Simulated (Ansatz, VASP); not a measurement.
# Cu: VASP beside Ansatz

```xyz
1
Lattice="-1.3707 1.3707 1.3761 1.3707 -1.3707 1.3761 1.3707 1.3707 -1.3761" Properties=species:S:1:pos:R:3 pbc="T T T"
Cu    0.0000    0.0000    0.0000
```

Change from the starting cell: strain -0.050 along x and y, +0.000 along z, atoms carried along.

Alike in both runs: task single point; functional r2SCAN; k mesh 24 × 24 × 24; occupations gaussian, width 0.15 eV; no spin polarisation.

|  | VASP | Ansatz |
| --- | --- | --- |
| version | VASP 6.6.1 | Ansatz 0.2.0 |
| potentials or method | VASP PAW PBE potentials, release 64 (Cu), cutoff 520 eV | scalar-relativistic, plane waves, PAW |
| valence electrons in the cell | 11 | 19 |

```csv
,VASP,Ansatz,Ansatz less VASP
gap on the k mesh at the Fermi level (eV),none,none,-
pressure (GPa),22.5,21.8,-0.77
```

VASP's potentials were made for PBE, not for r2SCAN. A gap of «none» marks a metal or a gap that the smearing closes. VASP's potentials hold 11 valence electrons a cell and Ansatz's 19, so a difference there can come from the potentials and not from the codes.
